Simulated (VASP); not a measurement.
# BN (F-43m) in VASP: a series of runs

Runs on BN. Level: PBE. Tasks: single point.

Everything below comes from runs of VASP 6.6.1. Logs are shortened: lines on timing, memory, paths and dates and some standing lists are left out, and cuts for length are marked.

## Step 1: The cell of the first run

The structure is cubic, space group F-43m (No. 216). The conventional cell has a = 3.609 Å, b = 3.609 Å, c = 3.609 Å, α = 90.00°, β = 90.00°, γ = 90.00°. Within 2.1 Å of N (site symmetry -43m) lie 4 B at 1.56 Å. B (site symmetry -43m) has 4 N at 1.56 Å within 2.1 Å.

## Step 2: Single point, PBE

INCAR reads:

```
SYSTEM = BN
  PREC = Accurate
  ENCUT = 520
  EDIFF = 1E-7
  ISMEAR = -1
  SIGMA = 0.05
  LREAL = .False.
  LASPH = .True.
  NELM = 80
  ALGO = Normal
  ISIF = 2
  LWAVE = .False.
  LCHARG = .False.
  GGA = PE
  NBANDS = 11
```

KPOINTS reads:

```
regular mesh
0
Gamma
  13 13 13
  0 0 0
```

POSCAR reads:

```
BN
1.0
    0.0000000000      1.8043647965      1.8043647965
    1.8043647965      0.0000000000      1.8043647965
    1.8043647965      1.8043647965      0.0000000000
N B
1 1
Direct
    0.2500000000      0.2500000000      0.2500000000
    0.0000000000      0.0000000000      0.0000000000
```

Potentials or basis: VASP PAW PBE potentials, release 64 (N, B).

The run is started by

```bash
> cat potpaw_PBE.64/N/POTCAR potpaw_PBE.64/B/POTCAR > POTCAR
> mpirun -np 1 vasp_std > vasp.out
```

OUTCAR:

```text
SYSTEM = BN
   PREC = Accurate
   ENCUT = 520
   EDIFF = 1E-7
   ISMEAR = -1
   LREAL = .False.
   LASPH = .True.
   NELM = 80
   ISIF = 2
   GGA = PE

 ion  position               nearest neighbor table
   1  0.250  0.250  0.250-   2 1.56   2 1.56   2 1.56   2 1.56
   2  0.000  0.000  0.000-   1 1.56   1 1.56   1 1.56   1 1.56

  LATTYP: Found a face centered cubic cell.
 ALAT       =     3.6087295930

  Lattice vectors:

 A1 = (   0.0000000000,   1.8043647965,   1.8043647965)
 A2 = (   1.8043647965,   0.0000000000,   1.8043647965)
 A3 = (   1.8043647965,   1.8043647965,   0.0000000000)

Analysis of symmetry for initial positions (statically):
=====================================================================
 Subroutine PRICEL returns:
 Original cell was already a primitive cell.

 Routine SETGRP: Setting up the symmetry group for a
 face centered cubic supercell.

 Subroutine GETGRP returns: Found 24 space group operations
 (whereof 24 operations were pure point group operations)
 out of a pool of 48 trial point group operations.

The static configuration has the point symmetry T_d .

Analysis of symmetry for dynamics (positions and initial velocities):
=====================================================================
 Subroutine PRICEL returns:
 Original cell was already a primitive cell.

 Routine SETGRP: Setting up the symmetry group for a
 face centered cubic supercell.

 Subroutine GETGRP returns: Found 24 space group operations
 (whereof 24 operations were pure point group operations)
 out of a pool of 48 trial point group operations.

The dynamic configuration has the point symmetry T_d .

 Subroutine INISYM returns: Found 24 space group operations
 (whereof 24 operations are pure point group operations),
 and found     1 'primitive' translations

----------------------------------------------------------------------------------------

                                     Primitive cell

  volume of cell :      11.7491

  direct lattice vectors                    reciprocal lattice vectors
     0.000000000  1.804364797  1.804364797    -0.277105827  0.277105827  0.277105827
     1.804364797  0.000000000  1.804364797     0.277105827 -0.277105827  0.277105827
     1.804364797  1.804364797  0.000000000     0.277105827  0.277105827 -0.277105827

  length of vectors
     2.551757167  2.551757167  2.551757167     0.479961372  0.479961372  0.479961372

  position of ions in fractional coordinates (direct lattice)
     0.250000000  0.250000000  0.250000000
     0.000000000  0.000000000  0.000000000

  ion indices of the primitive-cell ions
   primitive index   ion index
                 1           1
                 2           2

----------------------------------------------------------------------------------------

 KPOINTS: regular mesh

Automatic generation of k-mesh.
 Grid dimensions read from file:
 generate k-points for:   13   13   13

 Generating k-lattice:

  Cartesian coordinates                     Fractional coordinates (reciprocal lattice)
    -0.021315833  0.021315833  0.021315833     0.076923077  0.000000000  0.000000000
     0.021315833 -0.021315833  0.021315833     0.000000000  0.076923077  0.000000000
     0.021315833  0.021315833 -0.021315833     0.000000000  0.000000000  0.076923077

  Length of vectors
     0.036920106  0.036920106  0.036920106

  Shift w.r.t. Gamma in fractional coordinates (k-lattice)
     0.000000000  0.000000000  0.000000000

 Subroutine IBZKPT returns following result:
 ===========================================

 Found     84 irreducible k-points:

 Following reciprocal coordinates:
            Coordinates               Weight
  0.000000  0.000000  0.000000      1.000000
  0.076923  0.000000  0.000000      8.000000
  0.153846  0.000000  0.000000      8.000000
  0.230769  0.000000  0.000000      8.000000
  0.307692  0.000000  0.000000      8.000000
  0.384615  0.000000  0.000000      8.000000
[... 16 lines left out ...]
  0.384615  0.153846  0.000000     24.000000
  0.461538  0.153846  0.000000     24.000000
 [... further k-points ...]
   k-points           NKPTS =     84   k-points in BZ     NKDIM =     84   number of bands    NBANDS=     11
   number of dos      NEDOS =    301   number of ions     NIONS =      2
   total plane-waves  NPLWV =   8000
   dimension x,y,z NGX =    20 NGY =   20 NGZ =   20
   dimension x,y,z NGXF=    40 NGYF=   40 NGZF=   40
   ions per type =               1   1
   NGX,Y,Z   is equivalent  to a cutoff of  13.03, 13.03, 13.03 a.u.
   NGXF,Y,Z  is equivalent  to a cutoff of  26.06, 26.06, 26.06 a.u.
 SYSTEM =  BN
   PREC   = accura    normal or accurate (medium, high low for compatibility)
   ISTART =      0    job   : 0-new  1-cont  2-samecut
   ICHARG =      2    charge: 1-file 2-atom 10-const
   ISPIN  =      1    spin polarized calculation?
   LNONCOLLINEAR =      F non collinear calculations
   LSORBIT =      F    spin-orbit coupling
   LASPH  =      T    aspherical Exc in radial PAW
   ENCUT  =  520.0 eV  38.22 Ry    6.18 a.u.   4.74  4.74  4.74*2*pi/ulx,y,z
   NELM   =     80;   NELMIN=  2; NELMDL= -5     # of ELM steps
   EDIFF  = 0.1E-06   stopping-criterion for ELM
   LREAL  =      F    real-space projection
   EDIFFG = 0.1E-05   stopping-criterion for IOM
   NSW    =      0    number of steps for IOM
   IBRION =     -1    ionic relax: 0-MD 1-quasi-New 2-CG
   NFREE  =      0    steps in history (QN), initial steepest desc. (CG)
   ISIF   =      2    stress and relaxation
   ISYM   =      2    0-nonsym 1-usesym 2-fastsym
   POTIM  = 0.5000    time-step for ionic-motion
   TEBEG  =    0.0;   TEEND  =   0.0 temperature during run
   PSTRESS=    0.0 pullay stress
   NELECT =       8.0000    total number of electrons
   NUPDOWN=      -1.0000    fix difference up-down
   EMIN   =  10.00;   EMAX   =-10.00  energy-range for DOS
   EFERMI =   0.00;   METHOD = LEGACY
   ISMEAR =    -1;   SIGMA  =   0.05  broadening in eV -4-tet -1-fermi 0-gaus
   EFERMI_NEDOS =   21; number of points for ismear=-14 and -15
   IALGO  =     38    algorithm
   IMIX   =      4    mixing-type and parameters
     AMIX     =   0.40;   BMIX     =  1.00
     AMIX_MAG =   1.60;   BMIX_MAG =  1.00
  volume/ion in A,a.u.               =       5.87        39.64
  Fermi-wavevector in a.u.,A,eV,Ry     =   1.440248  2.721673 28.222742  2.074313
  Thomas-Fermi vector in A             =   2.559013
   LORBIT       =      0    0 simple, 1 ext, 2 COOP (PROOUT), +10 PAW based schemes
   GGA     = PE    functional components
   LHFCALC =     F    Hartree Fock is set to
   AEXX    =    0.0000 exact exchange contribution
   IVDW    =     0    specifies the selected vdW correction
   LEPSILON=     F    determine dielectric tensor
   LRPA    =     F    only Hartree local field effects (RPA)
 non-spin polarized calculation
  energy-cutoff  :      520.00
  volume of cell :       11.75
 maximum number of plane-waves:       331
   NGX =  9   NGY =  9   NGZ =  9

 number of electron       7.9999999 magnetization

 Free energy of the ion-electron system (eV)
  ---------------------------------------------------
  ext. energy  EPLUGINS =         0.00000000
  ---------------------------------------------------
  free energy    TOTEN  =       -17.44805408 eV

  energy without entropy =      -17.44805408  energy(sigma->0) =      -17.44805408

 E-fermi :   8.3798     XC(G=0): -12.8478

 val. band max:        7.4671769935   @ k =   0.0000   0.0000   0.0000
 cond. band min:      12.0070694027   @ k =   0.4615   0.4615   0.0000
 fundamental gap:      4.5398924092
 Fermi energy:         8.3798118234

 k-point     1 :       0.0000    0.0000    0.0000
  band No.  band energies     occupation
      1     -12.8229      2.00000
      2       7.4672      2.00000
      3       7.4672      2.00000
      4       7.4672      2.00000
      5      16.3119      0.00000
      6      16.3119      0.00000
      7      16.3119      0.00000
      8      17.9014      0.00000
      9      32.3176      0.00000
     10      35.2992      0.00000
     11      35.2992      0.00000

 k-point     2 :       0.0769    0.0000    0.0000
  band No.  band energies     occupation
      1     -12.6781      2.00000
      2       6.6777      2.00000
      3       7.3110      2.00000
      4       7.3110      2.00000
      5      16.5044      0.00000
      6      16.5491      0.00000
      7      16.5491      0.00000
      8      18.3799      0.00000
      9      32.1339      0.00000
     10      33.2413      0.00000
     11      33.2413      0.00000

 k-point     3 :       0.1538    0.0000    0.0000
  band No.  band energies     occupation
      1     -12.2484      2.00000
      2       4.8078      2.00000
      3       6.9204      2.00000
      4       6.9204      2.00000
      5      16.8080      0.00000
      6      17.1214      0.00000
      7      17.1214      0.00000
      8      19.5605      0.00000
      9      31.6311      0.00000
     10      31.6893      0.00000
     11      31.6893      0.00000

 k-point     4 :       0.2308    0.0000    0.0000
  band No.  band energies     occupation
      1     -11.5500      2.00000
      2       2.5456      2.00000
      3       6.4483      2.00000
      4       6.4483      2.00000
      5      17.0987      0.00000
      6      17.7193      0.00000
      7      17.7193      0.00000
      8      20.8275      0.00000
      9      31.0866      0.00000
     10      31.0979      0.00000
     11      31.0979      0.00000
[... 239 lines left out ...]
 k-point    22 :       0.3077    0.1538    0.0000
  band No.  band energies     occupation
      1     -10.7803      2.00000
      2       1.9201      2.00000
      3       4.9036      2.00000
      4       5.3207      2.00000
      5      15.6741      0.00000
      6      19.4859      0.00000
      7      19.9695      0.00000
      8      20.3424      0.00000
      9      26.8887      0.00000
     10      33.9374      0.00000
     11      35.2589      0.00000

 k-point    23 :       0.3846    0.1538    0.0000
  band No.  band energies     occupation
      1      -9.8213      2.00000
      2      -0.1181      2.00000
      3       4.6563      2.00000
      4       4.7484      2.00000
      5      16.0761      0.00000
      6      19.6732      0.00000
      7      20.1636      0.00000
      8      21.0733      0.00000
      9      27.7791      0.00000
     10      33.7143      0.00000
     11      35.5678      0.00000

 k-point    24 :       0.4615    0.1538    0.0000
  band No.  band energies     occupation
      1      -8.8248      2.00000
      2      -1.8395      2.00000
      3       4.1901      2.00000
      4       4.6229      2.00000
      5      16.3923      0.00000
      6      19.6572      0.00000
      7      20.0299      0.00000
      8      22.2076      0.00000
      9      28.3993      0.00000
     10      33.8117      0.00000
     11      35.6019      0.00000

 [... further k-points ...]

------------------------ aborting loop because EDIFF is reached ----------------------------------------

  FORCE on cell =-STRESS in cart. coord.  units (eV):
  Direction    XX          YY          ZZ          XY          YZ          ZX
  --------------------------------------------------------------------------------------
  -------------------------------------------------------------------------------------
  Total        0.3900057      0.3900057      0.3900057     -0.0000000      0.0000000      0.0000000
  in kB       53.1836955     53.1836955     53.1836955     -0.0000000      0.0000000      0.0000000
  external PRESSURE =      53.1836955 kB  Pullay stress =       0.0000000 kB

 VOLUME and BASIS-vectors are now :
 -----------------------------------------------------------------------------
  energy-cutoff  :      520.00
  volume of cell :       11.75
      direct lattice vectors                 reciprocal lattice vectors
     0.000000000  1.804364797  1.804364797    -0.277105827  0.277105827  0.277105827
     1.804364797  0.000000000  1.804364797     0.277105827 -0.277105827  0.277105827
     1.804364797  1.804364797  0.000000000     0.277105827  0.277105827 -0.277105827

 POSITION                                       TOTAL-FORCE (eV/Angst)
 -----------------------------------------------------------------------------------
      0.90218      0.90218      0.90218        -0.000000     -0.000000     -0.000000
      0.00000      0.00000      0.00000         0.000000      0.000000      0.000000
 -----------------------------------------------------------------------------------
    total drift:                                0.000000      0.000000      0.000000

  FREE ENERGIE OF THE ION-ELECTRON SYSTEM (eV)
  ---------------------------------------------------
  free  energy   TOTEN  =       -17.4480540795 eV

  energy  without entropy=      -17.4480540794  energy(sigma->0) =      -17.44805408
```

Wall time 7.9 s (1 thread of AMD EPYC 7R13 (Zen 3), shared host); peak memory 0.09 GiB.

Results:

| Quantity | Value |
| --- | --- |
| Free energy | -17.4481 eV |
| Pressure | 5.3 GPa |
| Band gap on the k mesh | 4.54 eV, indirect (least direct gap 8.84 eV) |

Levels at points of the mesh, in eV from the valence-band top:
| k point | band 1 | band 2 | band 3 | band 4 | band 5 | band 6 | band 7 | band 8 |
| --- | --- | --- | --- | --- | --- | --- | --- | --- |
| (0.00, 0.00, 0.00) | -20.29 | 0.00 | 0.00 | 0.00 | 8.84 | 8.84 | 8.84 | 10.43 |

A k mesh can miss the band edges. A hybrid or GW would open this gap; PBE tends to underestimate it.

## Step 3: Single point, PBE

This run uses another cell than the first one, of 5.80 Å³/atom, 0.988 times its volume.

INCAR reads:

```
ALGO = Normal
EDIFF = 1E-6
ENCUT = 520
GGA = PE
ISIF = 2
ISMEAR = -1
LASPH = True
LCHARG = False
LREAL = False
LWAVE = False
NBANDS = 11
NELM = 60
PREC = Accurate
SIGMA = 0.05
```

KPOINTS reads:

```
k-points
0
Gamma
  13 13 13
```

POSCAR reads:

```
BN
1.0
    0.0000000000      1.7969169093      1.7969169093
    1.7969169093      0.0000000000      1.7969169093
    1.7969169093      1.7969169093      0.0000000000
N B
1 1
Direct
    0.2500000000      0.2500000000      0.2500000000
    0.0000000000      0.0000000000      0.0000000000
```

Potentials or basis: VASP PAW PBE potentials, release 64 (N, B).

The run is started by

```bash
> cat potpaw_PBE.64/N/POTCAR potpaw_PBE.64/B/POTCAR > POTCAR
> mpirun -np 1 vasp_std > vasp.out
```

It took 8 s on 1 thread of AMD EPYC 7R13 (Zen 3), shared host; peak memory 0.09 GiB.

The run converged. Its results:

```yaml
Free_energy: -17.4408 eV
Pressure: 10.3 GPa
Band_gap_on_the_k_mesh: 4.55 eV, indirect (least direct gap 8.90 eV)
```

Levels at points of the mesh, in eV from the valence-band top:
| k point | band 1 | band 2 | band 3 | band 4 | band 5 | band 6 | band 7 | band 8 |
| --- | --- | --- | --- | --- | --- | --- | --- | --- |
| (0.00, 0.00, 0.00) | -20.43 | 0.00 | 0.00 | 0.00 | 8.90 | 8.90 | 8.90 | 10.64 |

(Part 1 of 2 ends here.)
